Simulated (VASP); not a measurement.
# Si4O7 in VASP: a series of runs, part 2 of 2

VASP 6.6.1. Earlier steps stand in the parts before.

## Step 3: Single point, PBE

INCAR reads:

```
SYSTEM = Si4O7
  PREC = Accurate
  ENCUT = 520
  EDIFF = 1E-6
  ISMEAR = -1
  SIGMA = 0.3447
  LREAL = .False.
  LASPH = .True.
  NELM = 120
  ALGO = Normal
  ISIF = 2
  LWAVE = .False.
  LCHARG = .True.
  GGA = PE
  LELF = .True.
  LVHAR = .True.
  ISYM = 0
  NBANDS = 75
  GGA_COMPAT = .False.
```

KPOINTS reads:

```
Automatic mesh
0
Gamma
  1 1 1
  0.25 0.25 0.25
```

POSCAR reads:

```
Si4O7
1.0
    7.0842070000      0.0663610000      0.0972760000
    0.0663610000      6.9740900000     -0.0358550000
    0.0972760000     -0.0358550000      7.1323860000
Si O
8 14
Direct
    0.5003622973      0.0902399188      0.2038169709
    0.4846389755      0.2124283136      0.6269503468
    0.4691613325      0.5432511790      0.0823770802
    0.2494803685      0.4006866991      0.8635578850
    0.0775324575      0.7064010265      0.5464918698
    0.1889012881      0.9000341003      0.0970435645
   -0.1298347983     -0.0241736554      0.8322070712
    0.7448840928      0.4732785647      0.2940052681
    0.1116809067      0.7477621670      0.3245825647
    0.2999599606      1.1257070932      0.7341019292
    0.5413130454      0.5879554565      0.2983780428
    0.6016910592      0.2327825297      0.3686552183
    0.7583671275      0.3727814466      1.0762894995
    0.0769127098      0.5716244948      0.7596618909
    0.9968604417      0.8738182810      0.6614974509
    0.6143990724     -0.0745021483      1.0470910354
    0.4112279451      0.3203241028      0.0325371637
    1.0537446956      1.0436095521     -0.0063173037
    0.3658890377      0.4163341784      0.6623007280
    0.2993903490      0.0002964153      0.2826403580
   -0.1494446329      0.5299935821      0.4683766829
    0.7158175654      1.1382932119      0.7234047111
```

Potentials or basis: VASP PAW PBE potentials, release 64 (Si, O).

Launch:

```bash
$ cat potpaw_PBE.64/Si/POTCAR potpaw_PBE.64/O/POTCAR > POTCAR
$ mpirun -np 1 vasp_std > vasp.out
```

OUTCAR:

```text
SYSTEM = Si4O7
   PREC = Accurate
   ENCUT = 520
   EDIFF = 1E-6
   ISMEAR = -1
   LREAL = .False.
   LASPH = .True.
   NELM = 120
   ISIF = 2
   GGA = PE
   ISYM = 0

 ion  position               nearest neighbor table
   1  0.500  0.090  0.204-  20 1.65  12 1.71  16 1.76  17 2.12   6 2.72   2 3.13
   2  0.485  0.212  0.627-  10 1.63  19 1.65  22 1.86  12 2.01   4 2.66   1 3.13
   3  0.469  0.543  0.082-  17 1.65  11 1.66  13 2.35   4 2.45   8 2.54
   4  0.249  0.401  0.864-  19 1.64  17 1.77  14 1.86  10 2.14   3 2.45   2 2.66
   5  0.078  0.706  0.546-  15 1.51   9 1.62  14 1.80  21 2.13   7 3.08
   6  0.189  0.900  0.097-  18 1.58  20 1.71   9 2.02   1 2.72   7 3.03
   7  0.870  0.976  0.832-  15 1.64  22 1.76  18 1.83  16 2.37   6 3.03   5 3.08
   8  0.745  0.473  0.294-  21 1.52  11 1.64  13 1.70  12 2.04   3 2.54
   9  0.112  0.748  0.325-   5 1.62   6 2.02
  10  0.300  0.126  0.734-   2 1.63   4 2.14
  11  0.541  0.588  0.298-   8 1.64   3 1.66
  12  0.602  0.233  0.369-   1 1.71   2 2.01   8 2.04
  13  0.758  0.373  0.076-   8 1.70   3 2.35
  14  0.077  0.572  0.760-   5 1.80   4 1.86
  15  0.997  0.874  0.661-   5 1.51   7 1.64
  16  0.614  0.925  0.047-   1 1.76   7 2.37
  17  0.411  0.320  0.033-   3 1.65   4 1.77   1 2.12
  18  0.054  0.044  0.994-   6 1.58   7 1.83
  19  0.366  0.416  0.662-   4 1.64   2 1.65
  20  0.299  0.000  0.283-   1 1.65   6 1.71
  21  0.851  0.530  0.468-   8 1.52   5 2.13
  22  0.716  0.138  0.723-   7 1.76   2 1.86

IMPORTANT INFORMATION: All symmetrisations will be switched off!
NOSYMM: (Re-)initialisation of all symmetry stuff for point group C_1.

----------------------------------------------------------------------------------------

                                     Primitive cell

  volume of cell :     352.2750

  direct lattice vectors                    reciprocal lattice vectors
     7.084207000  0.066361000  0.097276000     0.141198275 -0.001353488 -0.001932556
     0.066361000  6.974090000 -0.035855000    -0.001353488  0.143404563  0.000739364
     0.097276000 -0.035855000  7.132386000    -0.001932556  0.000739364  0.140235610

  length of vectors
[... 125 lines left out ...]
   AEXX    =    0.0000 exact exchange contribution
   IVDW    =     0    specifies the selected vdW correction
   LEPSILON=     F    determine dielectric tensor
   LRPA    =     F    only Hartree local field effects (RPA)
 non-spin polarized calculation
  energy-cutoff  :      520.00
  volume of cell :      352.27
 maximum number of plane-waves:      9479
 NGX is ok and might be reduce to    54
   NGX = 27   NGY = 25   NGZ = 27

 number of electron     116.0000002 magnetization

 Free energy of the ion-electron system (eV)
  ---------------------------------------------------
  ext. energy  EPLUGINS =         0.00000000
  ---------------------------------------------------
  free energy    TOTEN  =      -147.40963814 eV

  energy without entropy =     -146.15786957  energy(sigma->0) =     -146.78375385

 E-fermi :   2.3624     XC(G=0):  -8.3154

 val. band max:        2.1276258323   @ k =   0.2500   0.2500   0.2500
 cond. band min:       2.7062672045   @ k =   0.2500   0.2500   0.2500
 fundamental gap:      0.5786413722
 Fermi energy:         2.3623932115

 k-point     1 :       0.2500    0.2500    0.2500
  band No.  band energies     occupation
      1     -19.6435      2.00000
      2     -19.2507      2.00000
      3     -18.9456      2.00000
      4     -18.7345      2.00000
      5     -18.4051      2.00000
      6     -18.3488      2.00000
[... 62 lines left out ...]
     69       7.0209      0.00000
     70       7.2407      0.00000
 [bands above 70 left out]

------------------------ aborting loop because EDIFF is reached ----------------------------------------

  FORCE on cell =-STRESS in cart. coord.  units (eV):
  Direction    XX          YY          ZZ          XY          YZ          ZX
  --------------------------------------------------------------------------------------
  -------------------------------------------------------------------------------------
  Total      -12.7000916      3.1851667    -22.3694652      8.2242821      0.9618289     -0.9144575
  in kB      -57.7611278     14.4864169   -101.7382853     37.4047549      4.3744818     -4.1590328
  external PRESSURE =     -48.3376654 kB  Pullay stress =       0.0000000 kB

 VOLUME and BASIS-vectors are now :
 -----------------------------------------------------------------------------
  energy-cutoff  :      520.00
  volume of cell :      352.27
      direct lattice vectors                 reciprocal lattice vectors
     7.084207000  0.066361000  0.097276000     0.141198275 -0.001353488 -0.001932556
     0.066361000  6.974090000 -0.035855000    -0.001353488  0.143404563  0.000739364
     0.097276000 -0.035855000  7.132386000    -0.001932556  0.000739364  0.140235610

 POSITION                                       TOTAL-FORCE (eV/Angst)
 -----------------------------------------------------------------------------------
      3.57048      0.65524      1.49914         2.356576     -0.518590     -2.783730
      3.50837      1.49118      4.51118         2.575094     -0.681440      0.754904
      3.36770      3.81686      0.61371         1.506978      2.118977      0.137869
      1.87796      2.78002      6.16913        -2.063335      0.351556     -3.265081
      0.64929      4.91206      3.88000        -1.555893     -6.030213     -1.766505
      1.40738      6.28597      0.67826         1.283160     -3.570522      3.169014
[... 14 lines left out ...]
      6.10624      3.73587      3.40438         2.810212      1.126784      1.852336
      5.15055      0.98603      5.22428        -0.661530     -0.679724     -0.169468
 -----------------------------------------------------------------------------------
    total drift:                                0.000411     -0.000075      0.000589

  FREE ENERGIE OF THE ION-ELECTRON SYSTEM (eV)
  ---------------------------------------------------
  free  energy   TOTEN  =      -147.4096381364 eV

  energy  without entropy=     -146.1578695731  energy(sigma->0) =     -146.78375385
```

OSZICAR:

```text
N       E                     dE             d eps       ncg     rms          rms(c)
DAV:   1     0.742649573923E+03    0.74265E+03   -0.56578E+04   150   0.138E+03
DAV:   2    -0.913158190559E+02   -0.83397E+03   -0.80256E+03   180   0.309E+02
DAV:   3    -0.170117982243E+03   -0.78802E+02   -0.77800E+02   180   0.100E+02
DAV:   4    -0.171703852290E+03   -0.15859E+01   -0.15778E+01   180   0.150E+01
DAV:   5    -0.171744718199E+03   -0.40866E-01   -0.40816E-01   180   0.219E+00    0.340E+01
DAV:   6    -0.147993590750E+03    0.23751E+02   -0.10609E+02   164   0.365E+01    0.164E+01
DAV:   7    -0.147592214121E+03    0.40138E+00   -0.51366E+00   172   0.974E+00    0.660E+00
DAV:   8    -0.147416427584E+03    0.17579E+00   -0.54215E-01   188   0.367E+00    0.296E+00
DAV:   9    -0.147400143155E+03    0.16284E-01   -0.14698E-01   188   0.207E+00    0.804E-01
DAV:  10    -0.147405612127E+03   -0.54690E-02   -0.32600E-02   172   0.879E-01    0.349E-01
DAV:  11    -0.147408005574E+03   -0.23934E-02   -0.75662E-03   164   0.407E-01    0.199E-01
DAV:  12    -0.147409229657E+03   -0.12241E-02   -0.18201E-03   164   0.206E-01    0.830E-02
DAV:  13    -0.147409551314E+03   -0.32166E-03   -0.42257E-04   172   0.954E-02    0.319E-02
DAV:  14    -0.147409615977E+03   -0.64663E-04   -0.74695E-05   164   0.415E-02    0.175E-02
DAV:  15    -0.147409634795E+03   -0.18818E-04   -0.22832E-05   172   0.232E-02    0.826E-03
DAV:  16    -0.147409637894E+03   -0.30991E-05   -0.66267E-06   156   0.115E-02    0.447E-03
DAV:  17    -0.147409638136E+03   -0.24195E-06   -0.89571E-07   116   0.538E-03
   1 F= -.14740964E+03 E0= -.14678375E+03  d E =-.125177E+01
```

stdout:

```text
POSCAR found type information on POSCAR SiO
 POSCAR found :  2 types and      22 ions
 scaLAPACK will be used
 -----------------------------------------------------------------------------
|                                                                             |
|                                                                             |
|     You have a (more or less) 'large supercell' and for larger cells it     |
|     might be more efficient to use real-space projection operators.         |
|     Therefore, try LREAL= Auto in the INCAR file.                           |
|     Mind: For very accurate calculation, you might also keep the            |
|     reciprocal projection scheme (i.e. LREAL=.FALSE.).                      |
|                                                                             |
 -----------------------------------------------------------------------------

 LDA part: xc-table for (Slater+PW92), standard interpolation
 POSCAR, INCAR and KPOINTS ok, starting setup
 FFT: planning ... GRIDC
 FFT: planning ... GRID_SOFT
 FFT: planning ... GRID
 WAVECAR not read
 entering main loop
```

It took 81 s on 1 thread of AMD EPYC 7R43 (Zen 3), shared host; peak memory 0.36 GiB.

Results:

* Free energy: -147.4096 eV
* Pressure: -4.8 GPa
* Largest force: 6.473 eV/Å
* Band gap on the k mesh: 0.58 eV

Forces on the atoms (eV/Å):
```
Si   2.357 -0.519 -2.784
Si   2.575 -0.681  0.755
Si   1.507  2.119  0.138
Si  -2.063  0.352 -3.265
Si  -1.556 -6.030 -1.767
Si   1.283 -3.571  3.169
Si  -1.710  2.628  0.317
Si  -0.990 -2.761 -2.630
O   -0.001 -0.637 -0.171
O    0.054 -2.331  0.611
O   -1.448  0.786 -0.889
O   -1.793 -1.671  1.634
O   -0.129  2.438  2.278
O    1.697 -1.315  0.207
O   -2.713  4.935  2.083
O   -0.374  2.134  1.712
O   -0.716 -2.654  1.628
O   -3.709  0.865 -1.730
O    3.744  3.079 -1.909
O    1.838  2.387 -1.070
O    2.810  1.127  1.852
O   -0.662 -0.680 -0.169
```

Caveat: the k points lie up to 0.90 Å⁻¹ apart.
